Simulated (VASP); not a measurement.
# Ba (P6_3/mmc) in VASP: notebook

Ba is run at these levels: LDA; tasks: single point, relaxation of cell and atoms.

Program: VASP 6.6.1. These are calculated values, not measurements. Logs are shortened: lines on timing, memory, paths and dates and some standing lists are left out, and cuts for length are marked.

**1. The cell of the first run**

Symmetry: P6_3/mmc, No. 194, hexagonal system. The conventional cell has a = 4.259 Å, b = 4.259 Å, c = 6.910 Å, α = 90.00°, β = 90.00°, γ = 120.00°. Within 5.6 Å of Ba (site symmetry -6m2) lie 12 Ba at 4.24 to 4.26 Å.

This isn't the form of Ba at room conditions, which is bcc.

**2. Single point, LDA**

Contents of INCAR:

```
SYSTEM = Ba
PREC     = Accurate       ! precision mode
ENCUT    = 520            ! plane-wave cutoff, eV
EDIFF    = 1E-6           ! SCF threshold, eV
ISMEAR   = -1             ! smearing method
SIGMA    = 0.1            ! smearing width, eV
LREAL    = .FALSE.        ! projectors in reciprocal space
LASPH    = .TRUE.         ! aspherical terms in the spheres
NELM     = 60             ! most SCF steps
ALGO     = Normal         ! electronic algorithm
ISIF     = 2              ! what is computed and relaxed
LWAVE    = .FALSE.        ! write WAVECAR
LCHARG   = .FALSE.        ! write CHGCAR
NBANDS   = 17             ! bands
```

Contents of KPOINTS:

```
Automatic mesh
0
G
  10 10 6
  0 0 0
```

Contents of POSCAR:

```
Ba
1.0
    4.2594677761      0.0000000000      0.0000000000
   -2.1297338881      3.6888073007      0.0000000000
    0.0000000000      0.0000000000      6.9103377424
Ba
2
Direct
    0.3333333333      0.6666666667      0.2500000000
    0.6666666667      0.3333333333      0.7500000000
```

Potentials or basis: VASP PAW LDA potentials, release 64 (Ba_sv).

Started as:

```console
> cat potpaw_LDA.64/Ba_sv/POTCAR > POTCAR
> mpirun -np 1 vasp_std > vasp.out
```

OUTCAR:

```text
SYSTEM = Ba
   PREC = Accurate
   ENCUT = 520
   EDIFF = 1E-6
   ISMEAR = -1
   LREAL = .FALSE.
   LASPH = .TRUE.
   NELM = 60
   ISIF = 2

 ion  position               nearest neighbor table
   1  0.333  0.667  0.250-   2 4.24   2 4.24   2 4.24   2 4.24   2 4.24   2 4.24
   2  0.667  0.333  0.750-   1 4.24   1 4.24   1 4.24   1 4.24   1 4.24   1 4.24

  LATTYP: Found a hexagonal cell.
 ALAT       =     4.2594677761
 C/A-ratio  =     1.6223476983

  Lattice vectors:

 A1 = (   4.2594677761,   0.0000000000,   0.0000000000)
 A2 = (  -2.1297338881,   3.6888073007,   0.0000000000)
 A3 = (   0.0000000000,   0.0000000000,   6.9103377424)

Analysis of symmetry for initial positions (statically):
=====================================================================
 Subroutine PRICEL returns:
 Original cell was already a primitive cell.

 Routine SETGRP: Setting up the symmetry group for a
 hexagonal supercell.

 Subroutine GETGRP returns: Found 24 space group operations
 (whereof 12 operations were pure point group operations)
 out of a pool of 24 trial point group operations.

The static configuration has the point symmetry D_3d.
 The point group associated with its full space group is D_6h.

Analysis of symmetry for dynamics (positions and initial velocities):
=====================================================================
 Subroutine PRICEL returns:
 Original cell was already a primitive cell.

 Routine SETGRP: Setting up the symmetry group for a
 hexagonal supercell.

 Subroutine GETGRP returns: Found 24 space group operations
 (whereof 12 operations were pure point group operations)
 out of a pool of 24 trial point group operations.

The dynamic configuration has the point symmetry D_3d.
 The point group associated with its full space group is D_6h.

 Subroutine INISYM returns: Found 24 space group operations
 (whereof 12 operations are pure point group operations),
 and found     1 'primitive' translations

----------------------------------------------------------------------------------------

                                     Primitive cell

  volume of cell :     108.5777

  direct lattice vectors                    reciprocal lattice vectors
     4.259467776  0.000000000  0.000000000     0.234771115  0.135545167  0.000000000
    -2.129733888  3.688807301  0.000000000     0.000000000  0.271090333  0.000000000
     0.000000000  0.000000000  6.910337742     0.000000000  0.000000000  0.144710727

  length of vectors
     4.259467776  4.259467776  6.910337742     0.271090333  0.271090333  0.144710727

  position of ions in fractional coordinates (direct lattice)
     0.333333333  0.666666667  0.250000000
     0.666666667  0.333333333  0.750000000

  ion indices of the primitive-cell ions
   primitive index   ion index
                 1           1
                 2           2

----------------------------------------------------------------------------------------

 KPOINTS: Automatic mesh

Automatic generation of k-mesh.
 Grid dimensions read from file:
 generate k-points for:   10   10    6

 Generating k-lattice:

  Cartesian coordinates                     Fractional coordinates (reciprocal lattice)
     0.023477112  0.013554517  0.000000000     0.100000000 -0.000000000  0.000000000
     0.000000000  0.027109033  0.000000000     0.000000000  0.100000000  0.000000000
     0.000000000  0.000000000  0.024118455     0.000000000  0.000000000  0.166666667

  Length of vectors
     0.027109033  0.027109033  0.024118455

  Shift w.r.t. Gamma in fractional coordinates (k-lattice)
     0.000000000  0.000000000  0.000000000

 Subroutine IBZKPT returns following result:
 ===========================================

 Found     56 irreducible k-points:

 Following reciprocal coordinates:
            Coordinates               Weight
  0.000000  0.000000  0.000000      1.000000
  0.100000  0.000000  0.000000      6.000000
  0.200000  0.000000  0.000000      6.000000
  0.300000  0.000000  0.000000      6.000000
  0.400000 -0.000000  0.000000      6.000000
  0.500000 -0.000000  0.000000      3.000000
[... 16 lines left out ...]
  0.300000  0.100000  0.166667     24.000000
  0.400000  0.100000  0.166667     24.000000
 [... further k-points ...]
   k-points           NKPTS =     56   k-points in BZ     NKDIM =     56   number of bands    NBANDS=     17
   number of dos      NEDOS =    301   number of ions     NIONS =      2
   total plane-waves  NPLWV =  55296
   dimension x,y,z NGX =    32 NGY =   32 NGZ =   54
   dimension x,y,z NGXF=    64 NGYF=   64 NGZF=  108
   ions per type =               2
   NGX,Y,Z   is equivalent  to a cutoff of  12.49, 12.49, 12.99 a.u.
   NGXF,Y,Z  is equivalent  to a cutoff of  24.98, 24.98, 25.98 a.u.
 SYSTEM =  Ba
   PREC   = accura    normal or accurate (medium, high low for compatibility)
   ISTART =      0    job   : 0-new  1-cont  2-samecut
   ICHARG =      2    charge: 1-file 2-atom 10-const
   ISPIN  =      1    spin polarized calculation?
   LNONCOLLINEAR =      F non collinear calculations
   LSORBIT =      F    spin-orbit coupling
   LASPH  =      T    aspherical Exc in radial PAW
   ENCUT  =  520.0 eV  38.22 Ry    6.18 a.u.   7.92  7.92 12.85*2*pi/ulx,y,z
   NELM   =     60;   NELMIN=  2; NELMDL= -5     # of ELM steps
   EDIFF  = 0.1E-05   stopping-criterion for ELM
   LREAL  =      F    real-space projection
   EDIFFG = 0.1E-04   stopping-criterion for IOM
   NSW    =      0    number of steps for IOM
   IBRION =     -1    ionic relax: 0-MD 1-quasi-New 2-CG
   NFREE  =      0    steps in history (QN), initial steepest desc. (CG)
   ISIF   =      2    stress and relaxation
   ISYM   =      2    0-nonsym 1-usesym 2-fastsym
   POTIM  = 0.5000    time-step for ionic-motion
   TEBEG  =    0.0;   TEEND  =   0.0 temperature during run
   PSTRESS=    0.0 pullay stress
   NELECT =      20.0000    total number of electrons
   NUPDOWN=      -1.0000    fix difference up-down
   EMIN   =  10.00;   EMAX   =-10.00  energy-range for DOS
   EFERMI =   0.00;   METHOD = LEGACY
   ISMEAR =    -1;   SIGMA  =   0.10  broadening in eV -4-tet -1-fermi 0-gaus
   EFERMI_NEDOS =   21; number of points for ismear=-14 and -15
   IALGO  =     38    algorithm
   IMIX   =      4    mixing-type and parameters
     AMIX     =   0.40;   BMIX     =  1.00
     AMIX_MAG =   1.60;   BMIX_MAG =  1.00
  volume/ion in A,a.u.               =      54.29       366.36
  Fermi-wavevector in a.u.,A,eV,Ry     =   0.931475  1.760233 11.805042  0.867646
  Thomas-Fermi vector in A             =   2.057972
   LORBIT       =      0    0 simple, 1 ext, 2 COOP (PROOUT), +10 PAW based schemes
   GGA     = CA    functional components
   LHFCALC =     F    Hartree Fock is set to
   AEXX    =    0.0000 exact exchange contribution
   IVDW    =     0    specifies the selected vdW correction
   LEPSILON=     F    determine dielectric tensor
   LRPA    =     F    only Hartree local field effects (RPA)
 non-spin polarized calculation
  energy-cutoff  :      520.00
  volume of cell :      108.58
 maximum number of plane-waves:      2950
 NGX is ok and might be reduce to    32
   NGX = 15   NGY = 15   NGZ = 25

 number of electron      20.0000000 magnetization

 Free energy of the ion-electron system (eV)
  ---------------------------------------------------
  ext. energy  EPLUGINS =         0.00000000
  ---------------------------------------------------
  free energy    TOTEN  =        -4.53463759 eV

  energy without entropy =       -4.43287934  energy(sigma->0) =       -4.48375846

 E-fermi :   1.9675     XC(G=0):  -8.1112

 val. band max:        1.9566005330   @ k =   0.2000   0.2000   0.1667
 cond. band min:       1.9789726471   @ k =   0.3000   0.1000   0.0000
 fundamental gap:      0.0223721141
 Fermi energy:         1.9674587625

 k-point     1 :       0.0000    0.0000    0.0000
  band No.  band energies     occupation
      1     -26.6176      2.00000
      2     -26.5374      2.00000
      3     -12.2252      2.00000
      4     -11.5743      2.00000
      5     -11.5743      2.00000
      6     -11.4742      2.00000
[... 9 lines left out ...]
     16       4.3270      0.00000
     17       4.8902      0.00000

 k-point     2 :       0.1000    0.0000    0.0000
  band No.  band energies     occupation
      1     -26.6111      2.00000
      2     -26.5343      2.00000
      3     -12.2018      2.00000
      4     -11.6311      2.00000
      5     -11.5920      2.00000
      6     -11.5333      2.00000
[... 9 lines left out ...]
     16       4.5044      0.00000
     17       4.6048      0.00000

 k-point     3 :       0.2000    0.0000    0.0000
  band No.  band energies     occupation
      1     -26.5936      2.00000
      2     -26.5268      2.00000
      3     -12.1363      2.00000
      4     -11.7782      2.00000
      5     -11.6802      2.00000
      6     -11.6360      2.00000
[... 9 lines left out ...]
     16       4.5397      0.00000
     17       4.6155      0.00000

 k-point     4 :       0.3000    0.0000    0.0000
  band No.  band energies     occupation
      1     -26.5705      2.00000
      2     -26.5186      2.00000
      3     -12.0418      2.00000
      4     -11.9565      2.00000
      5     -11.8486      2.00000
      6     -11.6873      2.00000
[... 9 lines left out ...]
     16       5.2946      0.00000
     17       5.3899      0.00000
[... 343 lines left out ...]
      1     -26.5749      2.00000
      2     -26.5251      2.00000
      3     -12.0701      2.00000
      4     -11.8530      2.00000
      5     -11.8120      2.00000
      6     -11.6649      2.00000
[... 9 lines left out ...]
     16       4.8592      0.00000
     17       5.2752      0.00000

 k-point    23 :       0.3000    0.1000    0.1667
  band No.  band energies     occupation
      1     -26.5537      2.00000
      2     -26.5180      2.00000
      3     -12.0772      2.00000
      4     -11.9744      2.00000
      5     -11.8763      2.00000
      6     -11.7238      2.00000
[... 9 lines left out ...]
     16       5.4278      0.00000
     17       6.1548      0.00000

 k-point    24 :       0.4000    0.1000    0.1667
  band No.  band energies     occupation
      1     -26.5385      2.00000
      2     -26.5156      2.00000
      3     -12.1457      2.00000
      4     -12.0368      2.00000
      5     -11.8481      2.00000
      6     -11.7504      2.00000
[... 9 lines left out ...]
     16       6.1996      0.00000
     17       6.5325      0.00000

 [... further k-points ...]

------------------------ aborting loop because EDIFF is reached ----------------------------------------

  FORCE on cell =-STRESS in cart. coord.  units (eV):
  Direction    XX          YY          ZZ          XY          YZ          ZX
  --------------------------------------------------------------------------------------
  -------------------------------------------------------------------------------------
  Total       -0.0422684     -0.0422684     -0.0503044      0.0000000      0.0000000      0.0000000
  in kB       -0.6237149     -0.6237149     -0.7422939      0.0000000      0.0000000      0.0000000
  external PRESSURE =      -0.6632412 kB  Pullay stress =       0.0000000 kB

 VOLUME and BASIS-vectors are now :
 -----------------------------------------------------------------------------
  energy-cutoff  :      520.00
  volume of cell :      108.58
      direct lattice vectors                 reciprocal lattice vectors
     4.259467776  0.000000000  0.000000000     0.234771115  0.135545167  0.000000000
    -2.129733888  3.688807301  0.000000000     0.000000000  0.271090333  0.000000000
     0.000000000  0.000000000  6.910337742     0.000000000  0.000000000  0.144710727

 POSITION                                       TOTAL-FORCE (eV/Angst)
 -----------------------------------------------------------------------------------
     -0.00000      2.45920      1.72758        -0.000000     -0.000000      0.000000
      2.12973      1.22960      5.18275         0.000000      0.000000      0.000000
 -----------------------------------------------------------------------------------
    total drift:                               -0.000000      0.000000     -0.000000

  FREE ENERGIE OF THE ION-ELECTRON SYSTEM (eV)
  ---------------------------------------------------
  free  energy   TOTEN  =        -4.5346375882 eV

  energy  without entropy=       -4.4328793401  energy(sigma->0) =       -4.48375846
```

It took 76 s on 1 thread of Intel Xeon Platinum 8488C (Sapphire Rapids), shared host; peak memory 0.24 GiB.

What came out:

* Free energy: -4.5346 eV
* Pressure: -0.1 GPa
* Band gap on the k mesh: zero (bands 10 and 11 overlap by 0.41 eV)

Levels at points of the mesh, in eV from the Fermi level:
| k point | band 7 | band 8 | band 9 | band 10 | band 11 | band 12 | band 13 | band 14 |
| --- | --- | --- | --- | --- | --- | --- | --- | --- |
| (0.00, 0.00, 0.00) | -13.44 | -13.43 | -2.83 | -1.05 | 1.67 | 1.85 | 1.85 | 1.88 |
| (0.50, 0.00, 0.00) | -13.62 | -13.53 | -0.70 | -0.59 | -0.29 | 0.97 | 1.64 | 1.70 |
| (0.00, 0.00, 0.50) | -13.49 | -13.49 | -1.72 | -1.72 | 1.15 | 1.15 | 1.83 | 1.83 |
| (0.50, 0.00, 0.50) | -13.62 | -13.62 | -0.88 | -0.88 | 0.43 | 0.43 | 2.05 | 2.05 |

Caveat: spin-orbit coupling is left out, which moves the levels of the heavy elements.

(Part 1 of 2 ends here.)
